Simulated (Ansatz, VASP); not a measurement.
## One calculation of Li, two programs

Contents of INCAR:

```
SYSTEM = Li
PREC = Accurate ; ENCUT = 600
EDIFF = 1E-6 ; ISMEAR = 0
SIGMA = 0.1 ; LREAL = .FALSE.
LASPH = .TRUE. ; NELM = 100
ALGO = Fast ; ISIF = 3
LWAVE = .FALSE. ; LCHARG = .FALSE.
GGA = PE ; IBRION = 2
NSW = 100 ; EDIFFG = -0.01
```

The input KPOINTS:

```
Automatic mesh
0
G
  18 18 6
  0 0 0
```

The input POSCAR:

```
Li
1.0
    3.1019034111      0.0000000000      0.0000000000
   -1.5509517055      2.6863271541      0.0000000000
    0.0000000000      0.0000000000      9.7003215074
Li
4
Direct
    0.0000000000      0.0000000000      0.0000000000
    0.0000000000      0.0000000000      0.5000000000
    0.3333333333      0.6666666667      0.7500000000
    0.6666666667      0.3333333333      0.2500000000
```

Input for Ansatz:

```yaml
crystal:
  lattice:
    - [3.1019034111, 0.0, 0.0]
    - [-1.5509517055, 2.6863271541, 0.0]
    - [0.0, 0.0, 9.7003215074]
  atoms:
    - { symbol: Li, position: [0.0, 0.0, 0.0] }
    - { symbol: Li, position: [0.0, 0.0, 0.5] }
    - { symbol: Li, position: [0.3333333333, 0.6666666667, 0.75] }
    - { symbol: Li, position: [0.6666666667, 0.3333333333, 0.25] }
basis:
  ecutwfc: 420
kpoints:
  mp_grid: { grid: [18, 18, 6] }
hamiltonian:
  xc: pbe
scf:
  occupations: { method: gaussian, width: 0.1 }
output:
  forces: true
  stress: true
  eigenvalues: true
relax:
  adjacent_minimum: "off"
  f_tol: 0.01
  max_steps: 80
  cell: { stress_tol: 0.05 }
```

Alike in both runs: task relaxation of cell and atoms; functional PBE; k mesh 18 × 18 × 6; occupations gaussian, width 0.1 eV; no spin polarisation.

|  | VASP | Ansatz |
| --- | --- | --- |
| version | VASP 6.6.1 | Ansatz 0.2.0 |
| potentials or method | VASP PAW PBE potentials, release 64 (Li_sv), cutoff 600 eV | scalar-relativistic, plane waves, PAW |
| valence electrons in the cell | 12 | 12 |

VASP gave:

```
gap on the k mesh at the Fermi level, each at its own relaxed structure (eV) : none
relaxed volume (Å³/atom)                                                     : 19.99
relaxed cell length with the largest relative difference (Å)                 : 3.041
```

Which values does Ansatz return?

gap on the k mesh at the Fermi level, each at its own relaxed structure (eV): none; relaxed volume (Å³/atom): 20.22; relaxed cell length with the largest relative difference (Å): 3.054.

A gap of «none» marks a metal or a gap that the smearing closes.

Noted on VASP's run: the cutoff is short for stress, so the pressure is rough.
